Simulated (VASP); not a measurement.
Set up this calculation in VASP 6.6.1, as the native input.

| Item | Value |
| --- | --- |
| Task | single point |
| Functional | LDA |
| Potentials or basis | VASP PAW LDA potentials, release 64 (Ge_d, Fe) |
| Cutoff | 520 eV |
| k mesh | 6 × 6 × 7 |
| Occupations | fermi-dirac, width 0.05 eV |
| Spin | collinear spin, ferromagnetic start |
| Starting moments | [0.0, 0.0, 0.0, 3.0, 3.0, 3.0] μB |
| Hubbard terms | Fe d U = 3.0 eV |
| Dipole correction | no |
| Further INCAR settings | ALGO = Normal; EDIFF = 1e-07; NBANDS = 46 |

The structure of FeGe lies in POSCAR:

```
FeGe
1.0
    4.9339554883      0.0000000000      0.0000000000
   -2.4669777441      4.2729307940      0.0000000000
    0.0000000000      0.0000000000      4.0546264521
Ge Fe
3 3
Direct
    0.6666666667      0.3333333333      0.5000000000
    0.3333333333      0.6666666667      0.5000000000
    0.0000000000      0.0000000000      0.0000000000
    0.0000000000      0.5000000000      0.0000000000
    0.5000000000      0.5000000000      0.0000000000
    0.5000000000      0.0000000000      0.0000000000
```

These files were run (other wordings do the same):

INCAR

```
SYSTEM = FeGe
PREC = Accurate ; ENCUT = 520
EDIFF = 1E-7 ; ISMEAR = -1
SIGMA = 0.05 ; LREAL = .FALSE.
LASPH = .TRUE. ; NELM = 150
ALGO = Normal ; ISIF = 2
LWAVE = .FALSE. ; LCHARG = .TRUE.
ISPIN = 2 ; MAGMOM = 0 0 0 3 3 3
LORBIT = 11 ; LMAXMIX = 4
LDAU = .TRUE. ; LDAUTYPE = 2
LDAUL = -1 2 ; LDAUU = 0 3
LDAUJ = 0 0 ; LDAUPRINT = 1
LELF = .TRUE. ; LVHAR = .TRUE.
NBANDS = 46
```

KPOINTS

```
Automatic mesh
0
G
  6 6 7
  0 0 0
```

Potentials or basis: VASP PAW LDA potentials, release 64 (Ge_d, Fe).

Launch:

```bash
$ cat potpaw_LDA.64/Ge_d/POTCAR potpaw_LDA.64/Fe/POTCAR > POTCAR
$ mpirun -np 1 vasp_std > vasp.out
```

Results of the run:

```
Pressure                                              : -1.4 GPa
Net moment                                            : 6.72 μB per cell
Site moments                                          : Ge -0.08, -0.12 (each value once); Fe +2.38 μB
Valence electrons inside the program's atomic spheres : Ge 12.44, 12.40 (each value once); Fe 7.50
```

Caveat: the U is typed as a test and isn't derived for this compound.

Wall time 2.5 min on 1 thread of Intel(R) Xeon(R) 6975P-C (Granite Rapids) (shared host), peak memory 0.3 GiB.
